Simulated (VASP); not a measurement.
# Ti (Fm-3m) in VASP: single point with PBEsol

Aim: the single point of Ti with PBEsol.

Everything below comes from runs of VASP 6.6.1. Logs are shortened: lines on timing, memory, paths and dates and some standing lists are left out, and cuts for length are marked.

**1. The cell of the first run**

The structure is cubic, space group Fm-3m (No. 225). The conventional cell has a = 4.060 Å, b = 4.060 Å, c = 4.060 Å, α = 90.00°, β = 90.00°, γ = 90.00°. Ti (site symmetry m-3m) has 12 Ti at 2.87 Å within 3.8 Å.

**2. Single point, PBEsol**

The input, INCAR:

```
ALGO = Normal ; EDIFF = 1E-6
ENCUT = 520 ; GGA = PS
ISIF = 2 ; ISMEAR = -1
LASPH = True ; LCHARG = True
LELF = True ; LREAL = False
LVHAR = True ; LWAVE = False
NBANDS = 12 ; NELM = 80
PREC = Accurate ; SIGMA = 0.15
```

The input, KPOINTS:

```
k-points
0
Gamma
  12 12 12
```

The input, POSCAR:

```
Ti
1.0
    0.0000000000      2.0300000000      2.0300000000
    2.0300000000      0.0000000000      2.0300000000
    2.0300000000      2.0300000000      0.0000000000
Ti
1
Direct
    0.0000000000      0.0000000000      0.0000000000
```

Potentials or basis: VASP PAW PBE potentials, release 64 (Ti_sv).

Started as:

```console
$ cat potpaw_PBE.64/Ti_sv/POTCAR > POTCAR
$ mpirun -np 1 vasp_std > vasp.out
```

OUTCAR:

```text
EDIFF = 1E-6
   ENCUT = 520
   GGA = PS
   ISIF = 2
   ISMEAR = -1
   LASPH = True
   LREAL = False
   NELM = 80
   PREC = Accurate

 ion  position               nearest neighbor table
   1  0.000  0.000  0.000-

  LATTYP: Found a face centered cubic cell.
 ALAT       =     4.0600000000

  Lattice vectors:

 A1 = (   0.0000000000,   2.0300000000,   2.0300000000)
 A2 = (   2.0300000000,   0.0000000000,   2.0300000000)
 A3 = (   2.0300000000,   2.0300000000,   0.0000000000)

Analysis of symmetry for initial positions (statically):
=====================================================================
 Subroutine PRICEL returns:
 Original cell was already a primitive cell.

 Routine SETGRP: Setting up the symmetry group for a
 face centered cubic supercell.

 Subroutine GETGRP returns: Found 48 space group operations
 (whereof 48 operations were pure point group operations)
 out of a pool of 48 trial point group operations.

The static configuration has the point symmetry O_h .

Analysis of symmetry for dynamics (positions and initial velocities):
=====================================================================
 Subroutine PRICEL returns:
 Original cell was already a primitive cell.

 Routine SETGRP: Setting up the symmetry group for a
 face centered cubic supercell.

 Subroutine GETGRP returns: Found 48 space group operations
 (whereof 48 operations were pure point group operations)
 out of a pool of 48 trial point group operations.

The dynamic configuration has the point symmetry O_h .

 Subroutine INISYM returns: Found 48 space group operations
 (whereof 48 operations are pure point group operations),
 and found     1 'primitive' translations

----------------------------------------------------------------------------------------

                                     Primitive cell

  volume of cell :      16.7309

  direct lattice vectors                    reciprocal lattice vectors
     0.000000000  2.030000000  2.030000000    -0.246305419  0.246305419  0.246305419
     2.030000000  0.000000000  2.030000000     0.246305419 -0.246305419  0.246305419
     2.030000000  2.030000000  0.000000000     0.246305419  0.246305419 -0.246305419

  length of vectors
     2.870853532  2.870853532  2.870853532     0.426613499  0.426613499  0.426613499

  position of ions in fractional coordinates (direct lattice)
     0.000000000  0.000000000  0.000000000

  ion indices of the primitive-cell ions
   primitive index   ion index
                 1           1

----------------------------------------------------------------------------------------

 KPOINTS: k-points

Automatic generation of k-mesh.
 Grid dimensions read from file:
 generate k-points for:   12   12   12

 Generating k-lattice:

  Cartesian coordinates                     Fractional coordinates (reciprocal lattice)
    -0.020525452  0.020525452  0.020525452     0.083333333  0.000000000  0.000000000
     0.020525452 -0.020525452  0.020525452     0.000000000  0.083333333  0.000000000
     0.020525452  0.020525452 -0.020525452     0.000000000  0.000000000  0.083333333

  Length of vectors
     0.035551125  0.035551125  0.035551125

  Shift w.r.t. Gamma in fractional coordinates (k-lattice)
     0.000000000  0.000000000  0.000000000

 Subroutine IBZKPT returns following result:
 ===========================================

 Found     72 irreducible k-points:

 Following reciprocal coordinates:
            Coordinates               Weight
  0.000000  0.000000  0.000000      1.000000
  0.083333  0.000000  0.000000      8.000000
  0.166667  0.000000  0.000000      8.000000
  0.250000  0.000000  0.000000      8.000000
  0.333333  0.000000  0.000000      8.000000
  0.416667  0.000000  0.000000      8.000000
[... 16 lines left out ...]
  0.500000  0.166667  0.000000     24.000000
 -0.416667  0.166667  0.000000     24.000000
 [... further k-points ...]
   k-points           NKPTS =     72   k-points in BZ     NKDIM =     72   number of bands    NBANDS=     12
   number of dos      NEDOS =    301   number of ions     NIONS =      1
   total plane-waves  NPLWV =  13824
   dimension x,y,z NGX =    24 NGY =   24 NGZ =   24
   dimension x,y,z NGXF=    48 NGYF=   48 NGZF=   48
   ions per type =               1
   NGX,Y,Z   is equivalent  to a cutoff of  13.90, 13.90, 13.90 a.u.
   NGXF,Y,Z  is equivalent  to a cutoff of  27.80, 27.80, 27.80 a.u.
 SYSTEM =  unknown system
   PREC   = accura    normal or accurate (medium, high low for compatibility)
   ISTART =      0    job   : 0-new  1-cont  2-samecut
   ICHARG =      2    charge: 1-file 2-atom 10-const
   ISPIN  =      1    spin polarized calculation?
   LNONCOLLINEAR =      F non collinear calculations
   LSORBIT =      F    spin-orbit coupling
   LASPH  =      T    aspherical Exc in radial PAW
   ENCUT  =  520.0 eV  38.22 Ry    6.18 a.u.   5.34  5.34  5.34*2*pi/ulx,y,z
   NELM   =     80;   NELMIN=  2; NELMDL= -5     # of ELM steps
   EDIFF  = 0.1E-05   stopping-criterion for ELM
   LREAL  =      F    real-space projection
   EDIFFG = 0.1E-04   stopping-criterion for IOM
   NSW    =      0    number of steps for IOM
   IBRION =     -1    ionic relax: 0-MD 1-quasi-New 2-CG
   NFREE  =      0    steps in history (QN), initial steepest desc. (CG)
   ISIF   =      2    stress and relaxation
   ISYM   =      2    0-nonsym 1-usesym 2-fastsym
   POTIM  = 0.5000    time-step for ionic-motion
   TEBEG  =    0.0;   TEEND  =   0.0 temperature during run
   PSTRESS=    0.0 pullay stress
   NELECT =      12.0000    total number of electrons
   NUPDOWN=      -1.0000    fix difference up-down
   EMIN   =  10.00;   EMAX   =-10.00  energy-range for DOS
   EFERMI =   0.00;   METHOD = LEGACY
   ISMEAR =    -1;   SIGMA  =   0.15  broadening in eV -4-tet -1-fermi 0-gaus
   EFERMI_NEDOS =   21; number of points for ismear=-14 and -15
   IALGO  =     38    algorithm
   IMIX   =      4    mixing-type and parameters
     AMIX     =   0.40;   BMIX     =  1.00
     AMIX_MAG =   1.60;   BMIX_MAG =  1.00
  volume/ion in A,a.u.               =      16.73       112.91
  Fermi-wavevector in a.u.,A,eV,Ry     =   1.465421  2.769245 29.217967  2.147460
  Thomas-Fermi vector in A             =   2.581280
   LORBIT       =      0    0 simple, 1 ext, 2 COOP (PROOUT), +10 PAW based schemes
   GGA     = PS    functional components
   LHFCALC =     F    Hartree Fock is set to
   AEXX    =    0.0000 exact exchange contribution
   IVDW    =     0    specifies the selected vdW correction
   LEPSILON=     F    determine dielectric tensor
   LRPA    =     F    only Hartree local field effects (RPA)
 non-spin polarized calculation
  energy-cutoff  :      520.00
  volume of cell :       16.73
 maximum number of plane-waves:       464
 NGX is ok and might be reduce to    24
   NGX = 11   NGY = 11   NGZ = 11

 number of electron      12.0000002 magnetization

 Free energy of the ion-electron system (eV)
  ---------------------------------------------------
  ext. energy  EPLUGINS =         0.00000000
  ---------------------------------------------------
  free energy    TOTEN  =        -8.34437772 eV

  energy without entropy =       -8.22383155  energy(sigma->0) =       -8.28410463

 E-fermi :   8.4985     XC(G=0): -11.8147

 val. band max:        8.4925147409   @ k =   0.4167   0.0833   0.0000
 cond. band min:       8.5171290401   @ k =   0.3333   0.0000   0.0000
 fundamental gap:      0.0246142992
 Fermi energy:         8.4985018410

 k-point     1 :       0.0000    0.0000    0.0000
  band No.  band energies     occupation
      1     -47.9076      2.00000
      2     -23.8155      2.00000
      3     -23.8155      2.00000
      4     -23.8155      2.00000
      5       2.3090      2.00000
      6       9.4022      0.00482
      7       9.4022      0.00482
      8       9.4022      0.00482
      9      11.1127      0.00000
     10      11.1127      0.00000
     11      23.9703      0.00000
     12      28.5855      0.00000

 k-point     2 :       0.0833    0.0000    0.0000
  band No.  band energies     occupation
      1     -47.8980      2.00000
      2     -23.8688      2.00000
      3     -23.8221      2.00000
      4     -23.8221      2.00000
      5       2.5412      2.00000
      6       9.2585      0.01253
      7       9.4853      0.00277
      8       9.4853      0.00277
      9      11.0596      0.00000
     10      11.0596      0.00000
     11      24.1641      0.00000
     12      27.0240      0.00000

 k-point     3 :       0.1667    0.0000    0.0000
  band No.  band energies     occupation
      1     -47.8717      2.00000
      2     -24.0130      2.00000
      3     -23.8400      2.00000
      4     -23.8400      2.00000
      5       3.1987      2.00000
      6       8.9131      0.11857
      7       9.6504      0.00092
      8       9.6504      0.00092
      9      11.0016      0.00000
     10      11.0016      0.00000
     11      23.9433      0.00000
     12      25.1759      0.00000
[... 286 lines left out ...]
 k-point    23 :       0.5000    0.1667    0.0000
  band No.  band energies     occupation
      1     -47.7507      2.00000
      2     -24.5019      2.00000
      3     -24.0271      2.00000
      4     -23.9560      2.00000
      5       6.3818      2.00000
      6       7.9993      1.93074
      7       9.0221      0.05916
      8       9.8696      0.00021
      9      12.3021      0.00000
     10      13.2354      0.00000
     11      17.3419      0.00000
     12      23.1102      0.00000

 k-point    24 :      -0.4167    0.1667    0.0000
  band No.  band energies     occupation
      1     -47.7483      2.00000
      2     -24.5086      2.00000
      3     -24.0521      2.00000
      4     -23.9404      2.00000
      5       6.4729      2.00000
      6       8.1138      1.85712
      7       9.0140      0.06235
      8       9.7968      0.00035
      9      12.0227      0.00000
     10      13.6269      0.00000
     11      17.0860      0.00000
     12      22.7155      0.00000

 [... further k-points ...]
[... 5 lines left out ...]
  --------------------------------------------------------------------------------------
  -------------------------------------------------------------------------------------
  Total        0.0038246      0.0038246      0.0038246      0.0000000      0.0000000      0.0000000
  in kB        0.3662482      0.3662482      0.3662482      0.0000000      0.0000000      0.0000000
  external PRESSURE =       0.3662482 kB  Pullay stress =       0.0000000 kB

 VOLUME and BASIS-vectors are now :
 -----------------------------------------------------------------------------
  energy-cutoff  :      520.00
  volume of cell :       16.73
      direct lattice vectors                 reciprocal lattice vectors
     0.000000000  2.030000000  2.030000000    -0.246305419  0.246305419  0.246305419
     2.030000000  0.000000000  2.030000000     0.246305419 -0.246305419  0.246305419
     2.030000000  2.030000000  0.000000000     0.246305419  0.246305419 -0.246305419

 POSITION                                       TOTAL-FORCE (eV/Angst)
 -----------------------------------------------------------------------------------
      0.00000      0.00000      0.00000         0.000000      0.000000      0.000000
 -----------------------------------------------------------------------------------
    total drift:                               -0.000000     -0.000000      0.000000

  FREE ENERGIE OF THE ION-ELECTRON SYSTEM (eV)
  ---------------------------------------------------
  free  energy   TOTEN  =        -8.3443777164 eV

  energy  without entropy=       -8.2238315487  energy(sigma->0) =       -8.28410463
```

Run time: 8.9 s. Hardware: 1 thread of AMD EPYC 9R45 (Zen 5), shared host; peak memory 0.11 GiB.

Results:

```
Free energy            : -8.3444 eV
Pressure               : 0.0 GPa
Band gap on the k mesh : zero (band 6 reaches 9.40 eV, above the bottom of band 7 at 8.11 eV)
```

Levels at points of the mesh, in eV from the Fermi level:
```tsv
k point	band 3	band 4	band 5	band 6	band 7	band 8	band 9	band 10
(0.00, 0.00, 0.00)	-32.31	-32.31	-6.19	0.90	0.90	0.90	2.61	2.61
(0.50, 0.00, 0.00)	-32.41	-32.41	-2.68	0.74	0.77	0.77	3.76	3.76
(0.50, 0.50, 0.00)	-32.58	-32.58	-2.72	-1.81	3.01	3.74	4.06	4.06
```

Caveat: the PAW data sets were made with another functional, which shifts forces and pressure a little.
